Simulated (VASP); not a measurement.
A run of VASP 6.6.1:

Contents of INCAR:

```
PREC = Accurate
ENCUT = 600
EDIFF = 1E-6
ISMEAR = -1
SIGMA = 0.05
LREAL = F
LASPH = T
NELM = 60
ALGO = Normal
ISIF = 4
LWAVE = F
LCHARG = F
GGA = PE
IBRION = 2
NSW = 50
EDIFFG = -0.005
```

The input KPOINTS:

```
Automatic mesh
0
Gamma
  13 13 7
```

Contents of POSCAR:

```
AlN
1.0
    2.6974937418      0.0000000000      0.0000000000
   -1.3487468709      2.3360981070      0.0000000000
    0.0000000000      0.0000000000      4.3244734067
Al N
2 2
Direct
    0.3333333333      0.6666666667     -0.0027598285
    0.6666666667      0.3333333333      0.4972401715
    0.3333333333      0.6666666667      0.3787598285
    0.6666666667      0.3333333333      0.8787598285
```

Potentials or basis: VASP PAW PBE potentials, release 64 (Al, N).

Run with:

```bash
$ cat potpaw_PBE.64/Al/POTCAR potpaw_PBE.64/N/POTCAR > POTCAR
$ mpirun -np 1 vasp_std > vasp.out
```

Hardware: 1 thread of Intel Xeon 8259CL, with other jobs on the host.

**Question.** How long does it take, and how much memory?

**Answer.** Run time: 13 min on 1 thread of Intel Xeon 8259CL (shared host), peak memory 0.18 GiB. Counts: scf iterations 174, k points 84, ion steps 32.
